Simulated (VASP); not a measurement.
# Si in VASP: further runs, part 2 of 2

VASP 6.6.1. The steps go on from the part before.

### 4 Single point, LDA, collinear spin

File INCAR:

```
SYSTEM = Si
PREC     = Accurate       ! precision mode
ENCUT    = 520            ! plane-wave cutoff, eV
EDIFF    = 1E-7           ! SCF threshold, eV
ISMEAR   = 0              ! smearing method
SIGMA    = 0.05           ! smearing width, eV
LREAL    = .False.        ! projectors in reciprocal space
LASPH    = .True.         ! aspherical terms in the spheres
NELM     = 150            ! most SCF steps
ALGO     = Normal         ! electronic algorithm
ISIF     = 2              ! what is computed and relaxed
LWAVE    = .False.        ! write WAVECAR
LCHARG   = .False.        ! write CHGCAR
ISPIN    = 2              ! spin polarisation
MAGMOM   = 0 0 0 0 2      ! initial moments
LORBIT   = 11             ! projections on sites
LDIPOL   = .True.       
IDIPOL   = 3            
DIPOL    = 0.5 0.5 0.349
GGA      = CA             ! functional
NBANDS   = 22             ! bands
```

File KPOINTS:

```
Automatic mesh
0
Gamma
  9 9 1
  0 0 0
```

File POSCAR:

```
Si
1.0
    3.8195065206      0.0000000000      0.0000000000
   -1.9097532603      3.3077896768      0.0000000000
    0.0000000000      0.0000000000     19.3772904594
Si
5
Direct
    0.3333333333      0.6666666666      0.2064272096
    0.0000000000      0.0000000000      0.2466626339
    0.0000000000      0.0000000000      0.3734220759
    0.6666666667      0.3333333334      0.4065217723
    1.0000000000      0.5000000000      0.5141711779
```

Potentials or basis: VASP PAW LDA potentials, release 64 (Si).

Run with:

```
$ cat potpaw_LDA.64/Si/POTCAR > POTCAR
$ mpirun -np 1 vasp_std > vasp.out
```

OUTCAR:

```text
SYSTEM = Si
   PREC = Accurate
   ENCUT = 520
   EDIFF = 1E-7
   ISMEAR = 0
   LREAL = .False.
   LASPH = .True.
   NELM = 150
   ISIF = 2
   ISPIN = 2
   LORBIT = 11
   GGA = CA

 ion  position               nearest neighbor table
   1  0.333  0.667  0.206-   2 2.34   2 2.34   2 2.34
   2  0.000  0.000  0.247-   1 2.34   1 2.34   1 2.34   3 2.46
   3  0.000  0.000  0.373-   4 2.30   4 2.30   4 2.30   2 2.46
   4  0.667  0.333  0.407-   3 2.30   3 2.30   3 2.30   5 2.36
   5  0.000  0.500  0.514-   4 2.36

  LATTYP: Found a hexagonal cell.
 ALAT       =     3.8195065206
 C/A-ratio  =     5.0732445029

  Lattice vectors:

 A1 = (   3.8195065206,   0.0000000000,   0.0000000000)
 A2 = (  -1.9097532603,   3.3077896768,   0.0000000000)
 A3 = (   0.0000000000,   0.0000000000,  19.3772904594)

Analysis of symmetry for initial positions (statically):
=====================================================================
 Subroutine PRICEL returns:
 Original cell was already a primitive cell.

 Routine SETGRP: Setting up the symmetry group for a
 hexagonal supercell.

 Subroutine GETGRP returns: Found  2 space group operations
 (whereof  2 operations were pure point group operations)
 out of a pool of 24 trial point group operations.

The static configuration has the point symmetry C_1h.

Analysis of symmetry for dynamics (positions and initial velocities):
=====================================================================
 Subroutine PRICEL returns:
 Original cell was already a primitive cell.

 Routine SETGRP: Setting up the symmetry group for a
 hexagonal supercell.

 Subroutine GETGRP returns: Found  2 space group operations
 (whereof  2 operations were pure point group operations)
 out of a pool of 24 trial point group operations.

The dynamic configuration has the point symmetry C_1h.

Analysis of structural, dynamic, and magnetic symmetry:
=====================================================================
 Subroutine PRICEL returns:
[... 179 lines left out ...]
      3      -8.2543      1.00000
      4      -5.2100      1.00000
      5      -2.5210      1.00000
      6      -1.9287      1.00000
[... 589 lines left out ...]
     21       6.5846      0.00000
     22       6.8321      0.00000

 [... further k-points ...]

 spin component 2

 k-point     1 :       0.0000    0.0000    0.0000
  band No.  band energies     occupation
      1     -12.4581      1.00000
      2     -11.0315      1.00000
      3      -8.2543      1.00000
      4      -5.2099      1.00000
      5      -2.5210      1.00000
      6      -1.9287      1.00000
[... 589 lines left out ...]
     21       6.5846      0.00000
     22       6.8321      0.00000

 [... further k-points ...]

------------------------ aborting loop because EDIFF is reached ----------------------------------------

 vacuum level on the upper side and lower side of the slab       (xc-potential included)        -0.129        -0.103

  FORCE on cell =-STRESS in cart. coord.  units (eV):
  Direction    XX          YY          ZZ          XY          YZ          ZX
  --------------------------------------------------------------------------------------
  -------------------------------------------------------------------------------------
  Total       -2.2613468     -2.1616396     -0.7004119     -0.0863490     -0.2372209     -0.4108786
  in kB      -14.7992449    -14.1467172     -4.5838024     -0.5651056     -1.5524774     -2.6889698
  external PRESSURE =     -11.1765882 kB  Pullay stress =       0.0000000 kB

 VOLUME and BASIS-vectors are now :
 -----------------------------------------------------------------------------
  energy-cutoff  :      520.00
  volume of cell :      244.82
      direct lattice vectors                 reciprocal lattice vectors
     3.819506521  0.000000000  0.000000000     0.261813927  0.151158341  0.000000000
    -1.909753260  3.307789677  0.000000000     0.000000000  0.302316682  0.000000000
     0.000000000  0.000000000 19.377290459     0.000000000  0.000000000  0.051606802

 POSITION                                       TOTAL-FORCE (eV/Angst)
 -----------------------------------------------------------------------------------
     -0.00000      2.20519      4.00000        -0.015538     -0.008971      0.736949
      0.00000      0.00000      4.77965         0.078037      0.045055     -0.515597
      0.00000      0.00000      7.23591         0.012660      0.007309     -0.923399
      1.90975      1.10260      7.87729         0.030849      0.017810      0.712484
     -0.95488      1.65389      9.96324        -0.106008     -0.061204     -0.010437
 -----------------------------------------------------------------------------------
    total drift:                               -0.000003     -0.000002     -0.000048

  FREE ENERGIE OF THE ION-ELECTRON SYSTEM (eV)
  ---------------------------------------------------
  free  energy   TOTEN  =       -25.9428012248 eV

  energy  without entropy=      -25.9379550568  energy(sigma->0) =      -25.94037814

 vacuum level on the upper side and lower side of the slab         4.318         4.348

 total charge

# of ion       s       p       d       tot
------------------------------------------
    1        0.808   0.855   0.000   1.663
    2        0.775   0.906   0.000   1.681
    3        0.794   0.903   0.000   1.697
    4        0.767   0.961   0.000   1.728
    5        0.932   0.591   0.000   1.523
--------------------------------------------------
tot          4.076   4.216   0.000   8.292

 magnetization (x)

# of ion       s       p       d       tot
------------------------------------------
    1        0.000   0.000   0.000   0.000
    2        0.000   0.000   0.000   0.000
    3        0.000   0.000   0.000   0.000
    4        0.000   0.000   0.000   0.000
    5        0.000  -0.000   0.000  -0.000
--------------------------------------------------
tot          0.000   0.000   0.000   0.000
```

OSZICAR:

```text
N       E                     dE             d eps       ncg     rms          rms(c)
DAV:   1     0.664980620363E+02    0.66498E+02   -0.64357E+03  2200   0.664E+02
DAV:   2    -0.201681038077E+02   -0.86666E+02   -0.82532E+02  2904   0.117E+02
DAV:   3    -0.262647358881E+02   -0.60966E+01   -0.59960E+01  2806   0.300E+01
[... 26 lines left out ...]
DAV:  30    -0.259427992108E+02   -0.12136E-05   -0.14008E-07  2650   0.855E-04    0.432E-04
DAV:  31    -0.259428002297E+02   -0.10190E-05   -0.61712E-08  2482   0.618E-04    0.251E-04
DAV:  32    -0.259428009236E+02   -0.69391E-06   -0.49895E-08  2512   0.540E-04    0.985E-05
DAV:  33    -0.259428011257E+02   -0.20208E-06   -0.81104E-09  2422   0.289E-04    0.607E-05
DAV:  34    -0.259428012248E+02   -0.99128E-07   -0.37921E-09  2268   0.185E-04
   1 F= -.25942801E+02 E0= -.25940378E+02  d E =-.484617E-02  mag=     0.0000
```

Run time: 4.6 min. Hardware: 1 thread of Intel Xeon 6975P-C (Granite Rapids), shared host; peak memory 0.4 GiB.

What came out:

- Free energy: -25.9428 eV
- Largest force: 0.924 eV/Å
- Band gap on the k mesh: zero (filled and empty bands overlap)
- Net moment: 0.00 μB per cell
- Valence electrons inside the program's atomic spheres: Si 1.66, 1.68, 1.70, 1.73, 1.52

Forces on the atoms (eV/Å):
```
Si  -0.016 -0.009  0.737
Si   0.078  0.045 -0.516
Si   0.013  0.007 -0.923
Si   0.031  0.018  0.712
Si  -0.106 -0.061 -0.010
```

### 5 Overview

| cell | gap on the mesh (eV) | moment (μB) | largest force (eV/Å) |
| --- | --- | --- | --- |
| a = 3.820, b = 3.820, c = 19.377 Å, angles 90.0, 90.0, 120.0°, 5 atoms, atomic positions A | none | 0.00 | 1.21 |
| a = 3.820, b = 3.820, c = 19.377 Å, angles 90.0, 90.0, 120.0°, 5 atoms, atomic positions B | none | 0.00 | 0.88 |
| a = 3.820, b = 3.820, c = 19.377 Å, angles 90.0, 90.0, 120.0°, 5 atoms, atomic positions C | none | 0.00 | 0.92 |

Alike in all rows: task single point; level LDA; potentials or basis VASP PAW LDA potentials, release 64 (Si); spin collinear; k mesh 9 × 9 × 1; cutoff (eV) 520; smearing gaussian 0.05 eV.

Total energies depend on the potentials used, so only differences within one code and one set of settings carry meaning.
